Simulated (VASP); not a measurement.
# MgO (Cc) in VASP: single point with PBEsol

Aim: the single point of MgO with PBEsol.

Program: VASP 6.6.1. These are calculated values, not measurements. Logs are shortened: lines on timing, memory, paths and dates and some standing lists are left out, and cuts for length are marked.

## 1. The cell of the first run

The structure is monoclinic, space group Cc (No. 9). The conventional cell has a = 3.586 Å, b = 5.698 Å, c = 4.357 Å, α = 90.00°, β = 92.90°, γ = 90.00°. Within 2.5 Å of Mg (site symmetry 1) lie 5 O at 1.89 to 2.19 Å. O (site symmetry 1) has 5 Mg at 1.89 to 2.19 Å within 2.5 Å.

## 2. Single point, PBEsol (strained and its atoms moved)

INCAR reads:

```
SYSTEM = MgO
PREC = Accurate
ENCUT = 520
EDIFF = 1E-7
ISMEAR = 0
SIGMA = 0.02
LREAL = .FALSE.
LASPH = .TRUE.
NELM = 100
ALGO = Normal
ISIF = 2
LWAVE = .FALSE.
LCHARG = .TRUE.
GGA = PS
LELF = .TRUE.
LVHAR = .TRUE.
NBANDS = 16
```

KPOINTS reads:

```
Automatic mesh
0
G
  9 9 6
  0 0 0
```

POSCAR reads:

```
MgO
1.0
    3.3636922257      0.1278803400     -0.0456018224
   -1.5710984898      2.9769697556     -0.0456162409
   -0.0546487792     -0.0946744140      4.3553990698
Mg O
2 2
Direct
    0.6713428331      0.3438012912      0.7512870940
    0.3438012912      0.6713428331      0.2512870940
    0.6601747435      0.3246811322      0.2487129060
    0.3246811322      0.6601747435      0.7487129060
```

Potentials or basis: VASP PAW PBE potentials, release 64 (Mg, O).

The run is started by

```console
$ cat potpaw_PBE.64/Mg/POTCAR potpaw_PBE.64/O/POTCAR > POTCAR
$ mpirun -np 1 vasp_std > vasp.out
```

OUTCAR:

```text
SYSTEM = MgO
   PREC = Accurate
   ENCUT = 520
   EDIFF = 1E-7
   ISMEAR = 0
   LREAL = .FALSE.
   LASPH = .TRUE.
   NELM = 100
   ISIF = 2
   GGA = PS

 ion  position               nearest neighbor table
   1  0.671  0.344  0.751-   4 1.89   4 1.99   4 2.08   3 2.17   3 2.19   2 2.87   2 2.87   2 2.92
                             2 2.92   2 3.05   2 3.05
   2  0.344  0.671  0.251-   3 1.89   3 1.99   3 2.08   4 2.17   4 2.19   1 2.87   1 2.87   1 2.92
                             1 2.92   1 3.05   1 3.05
   3  0.660  0.325  0.249-   2 1.89   2 1.99   2 2.08   1 2.17   1 2.19
   4  0.325  0.660  0.749-   1 1.89   1 1.99   1 2.08   2 2.17   2 2.19

  LATTYP: Found a base centered monoclinic cell.
 ALAT       =     3.5863361740
 B/A-ratio  =     1.5888635513
 C/A-ratio  =     1.2148249557
 COS(beta)  =    -0.0505095587

  Lattice vectors:

 A1 = (   3.3636922257,   0.1278803400,  -0.0456018224)
 A2 = (  -1.5710984898,   2.9769697556,  -0.0456162409)
 A3 = (  -0.0546487792,  -0.0946744140,   4.3553990698)

Analysis of symmetry for initial positions (statically):
=====================================================================
 Subroutine PRICEL returns:
 Original cell was already a primitive cell.

 Routine SETGRP: Setting up the symmetry group for a
 base centered monoclinic supercell.

 Subroutine GETGRP returns: Found  2 space group operations
 (whereof  1 operations were pure point group operations)
 out of a pool of  4 trial point group operations.

The static configuration has the point symmetry C_1 .
 The point group associated with its full space group is C_1h.

Analysis of symmetry for dynamics (positions and initial velocities):
=====================================================================
 Subroutine PRICEL returns:
 Original cell was already a primitive cell.

 Routine SETGRP: Setting up the symmetry group for a
 base centered monoclinic supercell.

 Subroutine GETGRP returns: Found  2 space group operations
 (whereof  1 operations were pure point group operations)
 out of a pool of  4 trial point group operations.

The dynamic configuration has the point symmetry C_1 .
 The point group associated with its full space group is C_1h.

 Subroutine INISYM returns: Found  2 space group operations
 (whereof  1 operations are pure point group operations),
 and found     1 'primitive' translations

----------------------------------------------------------------------------------------

                                     Primitive cell

  volume of cell :      44.4599

  direct lattice vectors                    reciprocal lattice vectors
     3.363692226  0.127880340 -0.045601822     0.291533920  0.153964625  0.007004750
    -1.571098490  2.976969756 -0.045616241    -0.012430357  0.329459260  0.007005571
    -0.054648779 -0.094674414  4.355399070     0.002922224  0.005062627  0.229746800

  length of vectors
     3.366431092  3.366419497  4.356770684     0.329766886  0.329768094  0.229821151

  position of ions in fractional coordinates (direct lattice)
     0.671342833  0.343801291  0.751287094
     0.343801291  0.671342833  0.251287094
     0.660174744  0.324681132  0.248712906
     0.324681132  0.660174744  0.748712906

  ion indices of the primitive-cell ions
   primitive index   ion index
                 1           1
                 2           2
                 3           3
                 4           4

----------------------------------------------------------------------------------------

 KPOINTS: Automatic mesh

Automatic generation of k-mesh.
 Grid dimensions read from file:
 generate k-points for:    9    9    6

 Generating k-lattice:

  Cartesian coordinates                     Fractional coordinates (reciprocal lattice)
     0.032392658  0.017107181  0.000778306     0.111111111  0.000000000 -0.000000000
    -0.001381151  0.036606584  0.000778397     0.000000000  0.111111111  0.000000000
     0.000487037  0.000843771  0.038291133     0.000000000 -0.000000000  0.166666667

  Length of vectors
     0.036640765  0.036640899  0.038303525

  Shift w.r.t. Gamma in fractional coordinates (k-lattice)
     0.000000000  0.000000000  0.000000000

 Subroutine IBZKPT returns following result:
 ===========================================

 Found    140 irreducible k-points:

 Following reciprocal coordinates:
            Coordinates               Weight
  0.000000  0.000000  0.000000      1.000000
  0.111111  0.000000 -0.000000      4.000000
  0.222222  0.000000 -0.000000      4.000000
  0.333333  0.000000 -0.000000      4.000000
  0.444444  0.000000 -0.000000      4.000000
  0.111111  0.111111 -0.000000      2.000000
[... 16 lines left out ...]
 -0.333333  0.333333 -0.000000      2.000000
  0.444444  0.444444 -0.000000      2.000000
 [... further k-points ...]
   k-points           NKPTS =    140   k-points in BZ     NKDIM =    140   number of bands    NBANDS=     16
   number of dos      NEDOS =    301   number of ions     NIONS =      4
   total plane-waves  NPLWV =  25088
   dimension x,y,z NGX =    28 NGY =   28 NGZ =   32
   dimension x,y,z NGXF=    56 NGYF=   56 NGZF=   64
   ions per type =               2   2
   NGX,Y,Z   is equivalent  to a cutoff of  13.83, 13.83, 12.21 a.u.
   NGXF,Y,Z  is equivalent  to a cutoff of  27.65, 27.65, 24.42 a.u.
 SYSTEM =  MgO
   PREC   = accura    normal or accurate (medium, high low for compatibility)
   ISTART =      0    job   : 0-new  1-cont  2-samecut
   ICHARG =      2    charge: 1-file 2-atom 10-const
   ISPIN  =      1    spin polarized calculation?
   LNONCOLLINEAR =      F non collinear calculations
   LSORBIT =      F    spin-orbit coupling
   LASPH  =      T    aspherical Exc in radial PAW
   ENCUT  =  520.0 eV  38.22 Ry    6.18 a.u.   6.26  6.26  8.10*2*pi/ulx,y,z
   NELM   =    100;   NELMIN=  2; NELMDL= -5     # of ELM steps
   EDIFF  = 0.1E-06   stopping-criterion for ELM
   LREAL  =      F    real-space projection
   EDIFFG = 0.1E-05   stopping-criterion for IOM
   NSW    =      0    number of steps for IOM
   IBRION =     -1    ionic relax: 0-MD 1-quasi-New 2-CG
   NFREE  =      0    steps in history (QN), initial steepest desc. (CG)
   ISIF   =      2    stress and relaxation
   ISYM   =      2    0-nonsym 1-usesym 2-fastsym
   POTIM  = 0.5000    time-step for ionic-motion
   TEBEG  =    0.0;   TEEND  =   0.0 temperature during run
   PSTRESS=    0.0 pullay stress
   NELECT =      16.0000    total number of electrons
   NUPDOWN=      -1.0000    fix difference up-down
   EMIN   =  10.00;   EMAX   =-10.00  energy-range for DOS
   EFERMI =   0.00;   METHOD = LEGACY
   ISMEAR =     0;   SIGMA  =   0.02  broadening in eV -4-tet -1-fermi 0-gaus
   EFERMI_NEDOS =   21; number of points for ismear=-14 and -15
   IALGO  =     38    algorithm
   IMIX   =      4    mixing-type and parameters
     AMIX     =   0.40;   BMIX     =  1.00
     AMIX_MAG =   1.60;   BMIX_MAG =  1.00
  volume/ion in A,a.u.               =      11.11        75.01
  Fermi-wavevector in a.u.,A,eV,Ry     =   1.164462  2.200514 18.449113  1.355972
  Thomas-Fermi vector in A             =   2.301000
   LORBIT       =      0    0 simple, 1 ext, 2 COOP (PROOUT), +10 PAW based schemes
   GGA     = PS    functional components
   LHFCALC =     F    Hartree Fock is set to
   AEXX    =    0.0000 exact exchange contribution
   IVDW    =     0    specifies the selected vdW correction
   LEPSILON=     F    determine dielectric tensor
   LRPA    =     F    only Hartree local field effects (RPA)
 non-spin polarized calculation
 Gauss-broadening in eV      SIGMA  =   0.02
  energy-cutoff  :      520.00
  volume of cell :       44.46
 maximum number of plane-waves:      1208
 NGX is ok and might be reduce to    28
   NGX = 13   NGY = 13   NGZ = 17

 number of electron      16.0000000 magnetization

 Free energy of the ion-electron system (eV)
  ---------------------------------------------------
  ext. energy  EPLUGINS =         0.00000000
  ---------------------------------------------------
  free energy    TOTEN  =       -24.52551452 eV

  energy without entropy =      -24.52551452  energy(sigma->0) =      -24.52551452

 E-fermi :   2.0613     XC(G=0): -10.2751

 val. band max:        1.9173425238   @ k =   0.0000   0.0000   0.0000
 cond. band min:       5.0510153141   @ k =   0.0000   0.0000   0.0000
 fundamental gap:      3.1336727904
 Fermi energy:         2.0612950138

 k-point     1 :       0.0000    0.0000    0.0000
  band No.  band energies     occupation
      1     -14.9833      2.00000
      2     -13.6763      2.00000
      3      -1.9272      2.00000
      4       0.1024      2.00000
      5       0.2817      2.00000
      6       0.8767      2.00000
[... 8 lines left out ...]
     15      16.9877      0.00000
     16      17.5666      0.00000

 k-point     2 :       0.1111    0.0000   -0.0000
  band No.  band energies     occupation
      1     -14.9229      2.00000
      2     -13.6795      2.00000
      3      -1.8278      2.00000
      4      -0.0974      2.00000
      5       0.1560      2.00000
      6       0.6411      2.00000
[... 8 lines left out ...]
     15      16.6474      0.00000
     16      17.2558      0.00000

 k-point     3 :       0.2222    0.0000   -0.0000
  band No.  band energies     occupation
      1     -14.7572      2.00000
      2     -13.6983      2.00000
      3      -1.5444      2.00000
      4      -0.7357      2.00000
      5      -0.0037      2.00000
      6       0.2013      2.00000
[... 8 lines left out ...]
     15      16.1098      0.00000
     16      16.2926      0.00000
[... 362 lines left out ...]
 k-point    23 :      -0.3333    0.3333   -0.0000
  band No.  band energies     occupation
      1     -14.4569      2.00000
      2     -13.7389      2.00000
      3      -1.2372      2.00000
      4      -0.9927      2.00000
      5      -0.5072      2.00000
      6      -0.1126      2.00000
[... 8 lines left out ...]
     15      15.3651      0.00000
     16      16.2175      0.00000

 k-point    24 :       0.4444    0.4444   -0.0000
  band No.  band energies     occupation
      1     -14.1439      2.00000
      2     -13.8877      2.00000
      3      -1.7120      2.00000
      4      -0.6721      2.00000
      5      -0.2782      2.00000
      6      -0.2666      2.00000
[... 8 lines left out ...]
     15      15.6422      0.00000
     16      16.4323      0.00000

 [... further k-points ...]

------------------------ aborting loop because EDIFF is reached ----------------------------------------

  FORCE on cell =-STRESS in cart. coord.  units (eV):
  Direction    XX          YY          ZZ          XY          YZ          ZX
  --------------------------------------------------------------------------------------
  -------------------------------------------------------------------------------------
  Total        2.5953073     -0.0825755     -1.6724521     -2.3190968      1.3386144      0.7728600
  in kB       93.5256559     -2.9757279    -60.2692344    -83.5720114     48.2389078     27.8511307
  external PRESSURE =      10.0935645 kB  Pullay stress =       0.0000000 kB

 VOLUME and BASIS-vectors are now :
 -----------------------------------------------------------------------------
  energy-cutoff  :      520.00
  volume of cell :       44.46
      direct lattice vectors                 reciprocal lattice vectors
     3.363692226  0.127880340 -0.045601822     0.291533920  0.153964625  0.007004750
    -1.571098490  2.976969756 -0.045616241    -0.012430357  0.329459260  0.007005571
    -0.054648779 -0.094674414  4.355399070     0.002922224  0.005062627  0.229746800

 POSITION                                       TOTAL-FORCE (eV/Angst)
 -----------------------------------------------------------------------------------
      1.67699      1.03821      3.22586         0.726468     -0.902066     -0.012729
      0.08796      2.01874      1.04815        -1.144449      0.178103     -0.012735
      1.69693      1.02744      1.03833         1.097777     -0.151157      0.012735
      0.01401      1.93596      3.21602        -0.679795      0.875120      0.012729
 -----------------------------------------------------------------------------------
    total drift:                               -0.000131     -0.000225     -0.000310

  FREE ENERGIE OF THE ION-ELECTRON SYSTEM (eV)
  ---------------------------------------------------
  free  energy   TOTEN  =       -24.5255145240 eV

  energy  without entropy=      -24.5255145240  energy(sigma->0) =      -24.52551452
```

Run time: 2.5 min. Hardware: 1 thread of Intel Xeon 8259CL, shared host; peak memory 0.23 GiB.

What came out:

| Quantity | Value |
| --- | --- |
| Free energy | -24.5255 eV |
| Pressure | 1.0 GPa |
| Largest force | 1.158 eV/Å |
| Band gap on the k mesh | 3.13 eV |

Forces in eV/Å, atoms in the order of the input:
```
Mg   0.726 -0.902 -0.013
Mg  -1.144  0.178 -0.013
O    1.098 -0.151  0.013
O   -0.680  0.875  0.013
```

Stress tensor (GPa, compression positive):
```
 9.35 -8.36  2.79
-8.36 -0.30  4.82
 2.79  4.82 -6.03
```

Caveat: the cell differs from its parent crystal (strained and its atoms moved); the stress differs along the axes, from -6 to 9 GPa; the PAW data sets were made with another functional, which shifts forces and pressure a little.
